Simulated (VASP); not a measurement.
# Ni (Fd-3m) in VASP: further runs

The runs below take Ni through single point, relaxation of cell and atoms, with LDA.

Everything below comes from runs of VASP 6.6.1. Logs are shortened: lines on timing, memory, paths and dates and some standing lists are left out, and cuts for length are marked.

## 1. The cell of the first run

It takes space group Fd-3m (No. 227, cubic). Conventional cell: a = 3.942 Å, b = 3.942 Å, c = 3.942 Å, α = 90.00°, β = 90.00°, γ = 90.00°. Within 2.3 Å of Ni (site symmetry -43m) lie 4 Ni at 1.71 Å.

## 2. Single point, LDA, collinear spin, ferromagnetic start

Input file INCAR:

```
SYSTEM = Ni
ALGO = Normal
EDIFF = 1E-7
ENCUT = 520
ISIF = 2
ISMEAR = -1
ISPIN = 2
LASPH = .TRUE.
LCHARG = .FALSE.
LMAXMIX = 4
LORBIT = 11
LREAL = .FALSE.
LWAVE = .FALSE.
MAGMOM = 1 1
NBANDS = 21
NELM = 150
PREC = Accurate
SIGMA = 0.05
```

Input file KPOINTS:

```
k-points
0
G
  17 17 17
  0 0 0
```

Input file POSCAR:

```
Ni
1.0
    0.0000000000      1.9711417636      1.9711417636
    1.9711417636      0.0000000000      1.9711417636
    1.9711417636      1.9711417636      0.0000000000
Ni
2
Direct
   -0.1250000000     -0.1250000000     -0.1250000000
    0.1250000000      0.1250000000      0.1250000000
```

Potentials or basis: VASP PAW LDA potentials, release 64 (Ni).

On the command line:

```sh
$ cat potpaw_LDA.64/Ni/POTCAR > POTCAR
$ mpirun -np 1 vasp_std > vasp.out
```

OUTCAR:

```text
SYSTEM = Ni
   EDIFF = 1E-7
   ENCUT = 520
   ISIF = 2
   ISMEAR = -1
   ISPIN = 2
   LASPH = .TRUE.
   LORBIT = 11
   LREAL = .FALSE.
   NELM = 150
   PREC = Accurate

 ion  position               nearest neighbor table
   1  0.875  0.875  0.875-   2 1.71   2 1.71   2 1.71   2 1.71
   2  0.125  0.125  0.125-   1 1.71   1 1.71   1 1.71   1 1.71

  LATTYP: Found a face centered cubic cell.
 ALAT       =     3.9422835272

  Lattice vectors:

 A1 = (   0.0000000000,   1.9711417636,   1.9711417636)
 A2 = (   1.9711417636,   0.0000000000,   1.9711417636)
 A3 = (   1.9711417636,   1.9711417636,   0.0000000000)

Analysis of symmetry for initial positions (statically):
=====================================================================
 Subroutine PRICEL returns:
 Original cell was already a primitive cell.

 Routine SETGRP: Setting up the symmetry group for a
 face centered cubic supercell.

 Subroutine GETGRP returns: Found 48 space group operations
 (whereof 12 operations were pure point group operations)
 out of a pool of 48 trial point group operations.

The static configuration has the point symmetry D_3d.
 The point group associated with its full space group is O_h .

Analysis of symmetry for dynamics (positions and initial velocities):
=====================================================================
 Subroutine PRICEL returns:
 Original cell was already a primitive cell.

 Routine SETGRP: Setting up the symmetry group for a
 face centered cubic supercell.

 Subroutine GETGRP returns: Found 48 space group operations
 (whereof 12 operations were pure point group operations)
 out of a pool of 48 trial point group operations.

The dynamic configuration has the point symmetry D_3d.
 The point group associated with its full space group is O_h .

Analysis of structural, dynamic, and magnetic symmetry:
=====================================================================
 Subroutine PRICEL returns:
 Original cell was already a primitive cell.

 Routine SETGRP: Setting up the symmetry group for a
 face centered cubic supercell.

 Subroutine GETGRP returns: Found 48 space group operations
 (whereof 12 operations were pure point group operations)
 out of a pool of 48 trial point group operations.

The overall configuration has the point symmetry D_3d.
 The point group associated with its full space group is O_h .

 Subroutine INISYM returns: Found 48 space group operations
 (whereof 12 operations are pure point group operations),
 and found     1 'primitive' translations

----------------------------------------------------------------------------------------

                                     Primitive cell

  volume of cell :      15.3173

  direct lattice vectors                    reciprocal lattice vectors
     0.000000000  1.971141764  1.971141764    -0.253660091  0.253660091  0.253660091
     1.971141764  0.000000000  1.971141764     0.253660091 -0.253660091  0.253660091
     1.971141764  1.971141764  0.000000000     0.253660091  0.253660091 -0.253660091

  length of vectors
     2.787615415  2.787615415  2.787615415     0.439352166  0.439352166  0.439352166

  position of ions in fractional coordinates (direct lattice)
     0.875000000  0.875000000  0.875000000
     0.125000000  0.125000000  0.125000000

  ion indices of the primitive-cell ions
   primitive index   ion index
                 1           1
                 2           2

----------------------------------------------------------------------------------------

 KPOINTS: k-points

Automatic generation of k-mesh.
 Grid dimensions read from file:
 generate k-points for:   17   17   17

 Generating k-lattice:

  Cartesian coordinates                     Fractional coordinates (reciprocal lattice)
    -0.014921182  0.014921182  0.014921182     0.058823529  0.000000000  0.000000000
     0.014921182 -0.014921182  0.014921182     0.000000000  0.058823529  0.000000000
     0.014921182  0.014921182 -0.014921182     0.000000000  0.000000000  0.058823529

  Length of vectors
     0.025844245  0.025844245  0.025844245

  Shift w.r.t. Gamma in fractional coordinates (k-lattice)
     0.000000000  0.000000000  0.000000000

 Subroutine IBZKPT returns following result:
 ===========================================

 Found    165 irreducible k-points:

 Following reciprocal coordinates:
            Coordinates               Weight
  0.000000  0.000000  0.000000      1.000000
  0.058824  0.000000  0.000000      8.000000
  0.117647  0.000000  0.000000      8.000000
  0.176471  0.000000  0.000000      8.000000
  0.235294  0.000000  0.000000      8.000000
  0.294118  0.000000  0.000000      8.000000
[... 16 lines left out ...]
 -0.176471  0.058824  0.000000     24.000000
 -0.117647  0.058824  0.000000     24.000000
 [... further k-points ...]
   k-points           NKPTS =    165   k-points in BZ     NKDIM =    165   number of bands    NBANDS=     21
   number of dos      NEDOS =    301   number of ions     NIONS =      2
   total plane-waves  NPLWV =  13824
   dimension x,y,z NGX =    24 NGY =   24 NGZ =   24
   dimension x,y,z NGXF=    48 NGYF=   48 NGZF=   48
   ions per type =               2
   NGX,Y,Z   is equivalent  to a cutoff of  14.31, 14.31, 14.31 a.u.
   NGXF,Y,Z  is equivalent  to a cutoff of  28.63, 28.63, 28.63 a.u.
 SYSTEM =  Ni
   PREC   = accura    normal or accurate (medium, high low for compatibility)
   ISTART =      0    job   : 0-new  1-cont  2-samecut
   ICHARG =      2    charge: 1-file 2-atom 10-const
   ISPIN  =      2    spin polarized calculation?
   LNONCOLLINEAR =      F non collinear calculations
   LSORBIT =      F    spin-orbit coupling
   LASPH  =      T    aspherical Exc in radial PAW
   ENCUT  =  520.0 eV  38.22 Ry    6.18 a.u.   5.18  5.18  5.18*2*pi/ulx,y,z
   NELM   =    150;   NELMIN=  2; NELMDL= -5     # of ELM steps
   EDIFF  = 0.1E-06   stopping-criterion for ELM
   LREAL  =      F    real-space projection
   EDIFFG = 0.1E-05   stopping-criterion for IOM
   NSW    =      0    number of steps for IOM
   IBRION =     -1    ionic relax: 0-MD 1-quasi-New 2-CG
   NFREE  =      0    steps in history (QN), initial steepest desc. (CG)
   ISIF   =      2    stress and relaxation
   ISYM   =      2    0-nonsym 1-usesym 2-fastsym
   POTIM  = 0.5000    time-step for ionic-motion
   TEBEG  =    0.0;   TEEND  =   0.0 temperature during run
   PSTRESS=    0.0 pullay stress
   NELECT =      20.0000    total number of electrons
   NUPDOWN=      -1.0000    fix difference up-down
   EMIN   =  10.00;   EMAX   =-10.00  energy-range for DOS
   EFERMI =   0.00;   METHOD = LEGACY
   ISMEAR =    -1;   SIGMA  =   0.05  broadening in eV -4-tet -1-fermi 0-gaus
   EFERMI_NEDOS =   21; number of points for ismear=-14 and -15
   IALGO  =     38    algorithm
   IMIX   =      4    mixing-type and parameters
     AMIX     =   0.40;   BMIX     =  1.00
     AMIX_MAG =   1.60;   BMIX_MAG =  1.00
  volume/ion in A,a.u.               =       7.66        51.68
  Fermi-wavevector in a.u.,A,eV,Ry     =   1.789329  3.381342 43.561770  3.201700
  Thomas-Fermi vector in A             =   2.852325
   LORBIT       =     11    0 simple, 1 ext, 2 COOP (PROOUT), +10 PAW based schemes
   GGA     = CA    functional components
   LHFCALC =     F    Hartree Fock is set to
   AEXX    =    0.0000 exact exchange contribution
   IVDW    =     0    specifies the selected vdW correction
   LEPSILON=     F    determine dielectric tensor
   LRPA    =     F    only Hartree local field effects (RPA)
 spin polarized calculation
  energy-cutoff  :      520.00
  volume of cell :       15.32
 maximum number of plane-waves:       428
 NGX is ok and might be reduce to    24
   NGX = 11   NGY = 11   NGZ = 11

 number of electron      19.9999988 magnetization      -0.0008996

 number of electron      19.9999988 magnetization       0.0003416

 Free energy of the ion-electron system (eV)
  ---------------------------------------------------
  ext. energy  EPLUGINS =         0.00000000
  ---------------------------------------------------
  free energy    TOTEN  =        -1.68188362 eV

  energy without entropy =       -1.65557861  energy(sigma->0) =       -1.66873111

 E-fermi :  16.1384     XC(G=0): -15.4783

 val. band max:       16.1354899234   @ k =   0.1765   0.0000   0.0000
 cond. band min:      16.1410918715   @ k =  -0.2353   0.4118   0.1765
 fundamental gap:      0.0056019481
 Fermi energy:        16.1384269947

 spin component 1

 k-point     1 :       0.0000    0.0000    0.0000
  band No.  band energies     occupation
      1       4.4250      1.00000
      2       8.6380      1.00000
      3       8.6380      1.00000
      4       9.7053      1.00000
      5       9.7053      1.00000
      6       9.7053      1.00000
[... 13 lines left out ...]
     20      43.2746      0.00000
     21      43.2746      0.00000
[... 529 lines left out ...]
 k-point    24 :      -0.1176    0.0588    0.0000
  band No.  band energies     occupation
      1       5.1139      1.00000
      2       8.2556      1.00000
      3       8.5955      1.00000
      4       9.7572      1.00000
      5       9.9595      1.00000
      6      10.2546      1.00000
[... 13 lines left out ...]
     20      42.8441      0.00000
     21      43.6522      0.00000

 [... further k-points ...]

 spin component 2

 k-point     1 :       0.0000    0.0000    0.0000
  band No.  band energies     occupation
      1       4.4250      1.00000
      2       8.6381      1.00000
      3       8.6381      1.00000
      4       9.7054      1.00000
      5       9.7054      1.00000
      6       9.7054      1.00000
[... 13 lines left out ...]
     20      43.2747      0.00000
     21      43.2747      0.00000
[... 529 lines left out ...]
 k-point    24 :      -0.1176    0.0588    0.0000
  band No.  band energies     occupation
      1       5.1139      1.00000
      2       8.2557      1.00000
      3       8.5957      1.00000
      4       9.7573      1.00000
      5       9.9597      1.00000
      6      10.2547      1.00000
[... 13 lines left out ...]
     20      42.8442      0.00000
     21      43.6522      0.00000

 [... further k-points ...]
[... 5 lines left out ...]
  --------------------------------------------------------------------------------------
  -------------------------------------------------------------------------------------
  Total       32.0083231     32.0083231     32.0083231      0.0000000      0.0000000      0.0000000
  in kB     3348.0345413   3348.0345413   3348.0345413      0.0000000      0.0000000      0.0000000
  external PRESSURE =    3348.0345413 kB  Pullay stress =       0.0000000 kB

 VOLUME and BASIS-vectors are now :
 -----------------------------------------------------------------------------
  energy-cutoff  :      520.00
  volume of cell :       15.32
      direct lattice vectors                 reciprocal lattice vectors
     0.000000000  1.971141764  1.971141764    -0.253660091  0.253660091  0.253660091
     1.971141764  0.000000000  1.971141764     0.253660091 -0.253660091  0.253660091
     1.971141764  1.971141764  0.000000000     0.253660091  0.253660091 -0.253660091

 POSITION                                       TOTAL-FORCE (eV/Angst)
 -----------------------------------------------------------------------------------
      3.44950      3.44950      3.44950        -0.000000     -0.000000     -0.000000
      0.49279      0.49279      0.49279         0.000000      0.000000      0.000000
 -----------------------------------------------------------------------------------
    total drift:                                0.000000      0.000000      0.000000

  FREE ENERGIE OF THE ION-ELECTRON SYSTEM (eV)
  ---------------------------------------------------
  free  energy   TOTEN  =        -1.6818836203 eV

  energy  without entropy=       -1.6555786075  energy(sigma->0) =       -1.66873111

 total charge

# of ion       s       p       d       tot
------------------------------------------
    1        0.855   1.016   9.083  10.955
    2        0.855   1.016   9.083  10.955
--------------------------------------------------
tot          1.711   2.032  18.166  21.909

 magnetization (x)

# of ion       s       p       d       tot
------------------------------------------
    1       -0.000   0.000   0.000   0.000
    2       -0.000   0.000   0.000   0.000
--------------------------------------------------
tot         -0.000   0.000   0.000   0.000
```

Run time: 93 s. Hardware: 1 thread of Intel Xeon Platinum 8259CL at 2.50GHz (Skylake/Cascade Lake), shared host; peak memory 0.19 GiB.

What came out:

```yaml
Free_energy: -1.6819 eV
Pressure: 334.8 GPa
Band_gap_on_the_k_mesh: zero (filled and empty bands overlap)
Net_moment: 0.00 μB per cell
```

## 3. Relaxation of cell and atoms, LDA, collinear spin, ferromagnetic start, target pressure 390 GPa, at which the enthalpy is minimised

This run uses another cell than the first one, of 7.56 Å³/atom, 0.987 times its volume.

Input file INCAR:

```
PREC = Accurate
ENCUT = 600
EDIFF = 1E-6
ISMEAR = -1
SIGMA = 0.05
LREAL = False
LASPH = True
NELM = 150
ALGO = Normal
ISIF = 3
LWAVE = False
LCHARG = False
ISPIN = 2
MAGMOM = 1 1
LORBIT = 11
LMAXMIX = 4
GGA = CA
IBRION = 2
NSW = 32
EDIFFG = -0.005
PSTRESS = 3900.0
```

Input file KPOINTS:

```
regular mesh
0
Gamma
  17 17 17
```

Input file POSCAR:

```
Ni
1.0
    0.0000000000      1.9628932415      1.9628932415
    1.9628932415      0.0000000000      1.9628932415
    1.9628932415      1.9628932415      0.0000000000
Ni
2
Direct
   -0.1250000000     -0.1250000000     -0.1250000000
    0.1250000000      0.1250000000      0.1250000000
```

Potentials or basis: VASP PAW LDA potentials, release 64 (Ni).

On the command line:

```sh
$ cat potpaw_LDA.64/Ni/POTCAR > POTCAR
$ mpirun -np 1 vasp_std > vasp.out
```

Wall time 2 min (1 thread of Intel Xeon 6975P-C (Granite Rapids), shared host); peak memory 0.2 GiB.

The run converged. Its results:

| Quantity | Value |
| --- | --- |
| Free energy | -0.1486 eV |
| Relaxed volume | 7.32 Å³/atom |
| Relaxed cell | a = 2.746 Å, b = 2.746 Å, c = 2.746 Å, α = 60.00°, β = 60.00°, γ = 60.00° |
| Space group after relaxing (to 0.05 Å) | Fd-3m (No. 227) |
| Energy change on relaxing (the enthalpy is what falls) | +563.1 meV/atom |
| Ionic steps | 7 |
| Pressure after relaxing | 390.0 GPa |
| Band gap on the k mesh | zero (filled and empty bands overlap) |
| Net moment | 0.00 μB per cell |

Step by step:
| step | energy change (eV) | largest force (eV/Å) | pressure (GPa) | volume (Å³) |
| --- | --- | --- | --- | --- |
| 1 | 0.0000 | 0.0000 | 349.25 | 15.13 |
| 2 | 13.4195 | 0.0000 | 852.78 | 11.29 |
| 3 | 0.9625 | 0.0000 | 383.95 | 14.70 |
| 4 | 1.1123 | 0.0000 | 389.39 | 14.64 |
| 5 | 1.1356 | 0.0000 | 390.31 | 14.63 |
| 6 | 1.0748 | 0.0000 | 388.16 | 14.66 |
| 7 | 1.1261 | 0.0000 | 390.01 | 14.64 |

Final structure:
```
Ni
1.0
     0.00000    1.94153    1.94153
     1.94153    0.00000    1.94153
     1.94153    1.94153    0.00000
Ni
2
Direct
  0.87500 0.87500 0.87500
  0.12500 0.12500 0.12500
```

Levels at points of the mesh, in eV from the Fermi level:
Spin up:
```tsv
k point	band 6	band 7	band 8	band 9	band 10	band 11	band 12	band 13	band 14	band 15
(0.00, 0.00, 0.00)	-6.74	-3.39	-3.39	-3.39	0.08	0.08	19.72	19.72	19.72	20.11
```
Spin down:
| k point | band 8 | band 9 | band 10 | band 11 | band 12 | band 13 |
| --- | --- | --- | --- | --- | --- | --- |
| (0.00, 0.00, 0.00) | -3.39 | -3.39 | 0.08 | 0.08 | 19.72 | 19.72 |

Caveat: the cell is relaxed towards a set pressure, so the enthalpy falls and the energy may rise.
